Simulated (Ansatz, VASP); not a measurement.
## AlB2As3 in VASP and in Ansatz

```xyz
6
Lattice="5.9398 0.0000 0.0000 -2.9699 5.1440 0.0000 0.0000 0.0000 3.2779" Properties=species:S:1:pos:R:3 pbc="T T T"
Al    0.0000    0.0000    0.0000
B     0.0000    3.4293    0.0000
B     2.9699    1.7147    0.0000
As    2.9699    0.0000    1.6390
As    1.4849    2.5720    1.6390
As   -1.4849    2.5720    1.6390
```

Change from the starting cell: species swapped into the ErB2Ru3 type (P6/mmm, No. 191).

Alike in both runs: task relaxation of cell and atoms; functional PBE; k mesh 6 × 6 × 12; occupations gaussian, width 0.1 eV; no spin polarisation.

|  | VASP | Ansatz |
| --- | --- | --- |
| version | VASP 6.6.1 | Ansatz 0.2.0 |
| potentials or method | VASP PAW PBE potentials, release 64 (Al, B, As), cutoff 600 eV | scalar-relativistic, plane waves, PAW |
| valence electrons in the cell | 24 | 54 |

```csv
,VASP,Ansatz,Ansatz less VASP
"gap on the k mesh at the Fermi level, each at its own relaxed structure (eV)",none,none,-
relaxed volume (Å³/atom),15.74,15.71,-0.027
relaxed cell length with the largest relative difference (Å),3.106,3.102,-0.0032
```

A gap of «none» marks a metal or a gap that the smearing closes. VASP's potentials hold 24 valence electrons a cell and Ansatz's 54, so a difference there can come from the potentials and not from the codes.
